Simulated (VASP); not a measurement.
Wanted: the native input for a VASP 6.6.1 run.

```
Task                   : single point
Functional             : LDA
Potentials or basis    : VASP PAW LDA potentials, release 64 (Ga_d, P)
Cutoff                 : 520 eV
k mesh                 : 12 × 12 × 12
Occupations            : gaussian, width 0.05 eV
Spin                   : no spin polarisation
Dipole correction      : no
Further INCAR settings : ALGO = Normal; EDIFF = 1e-07; NBANDS = 26
```

The structure of GaP lies in POSCAR:

```
GaP
1.0
    2.0207357825      1.1666723480      6.1735776963
   -2.0207357825      1.1666723480      6.1735776963
    0.0000000000     -2.3333446960      6.1735776963
Ga P
2 2
Direct
    0.4353720000      0.4353720000      0.4353720000
    0.5646280000      0.5646280000      0.5646280000
    0.0573890000      0.0573890000      0.0573890000
    0.9426110000      0.9426110000      0.9426110000
```

This cell differs from its parent crystal: strain +0.040 along x and y, -0.040 along z.

The input as run:

INCAR

```
  PREC = Accurate
  ENCUT = 520
  EDIFF = 1E-7
  ISMEAR = 0
  SIGMA = 0.05
  LREAL = F
  LASPH = T
  NELM = 80
  ALGO = Normal
  ISIF = 2
  LWAVE = F
  LCHARG = F
  NBANDS = 26
```

KPOINTS

```
Automatic mesh
0
Gamma
  12 12 12
```

Potentials or basis: VASP PAW LDA potentials, release 64 (Ga_d, P).

Launch:

```bash
$ cat potpaw_LDA.64/Ga_d/POTCAR potpaw_LDA.64/P/POTCAR > POTCAR
$ mpirun -np 1 vasp_std > vasp.out
```

It gave:

```json
{
  "Pressure": "-5.4 GPa",
  "Largest force": "1.063 eV/Å",
  "Band gap on the k mesh": "0.26 eV (least direct gap 0.33 eV)"
}
```

Caveat: the cell differs from its parent crystal (strain +0.040 along x and y, -0.040 along z); the stress differs along the axes, from -10 to 4 GPa; semilocal functionals underestimate gaps, and a narrow one can read as zero; forces of over 1 eV/Å act on the atoms, so gaps and moduli don't describe the material at rest.

Wall time 12 min on 1 thread of Intel(R) Xeon(R) Platinum 8488C (Sapphire Rapids) (shared host), peak memory 0.53 GiB.
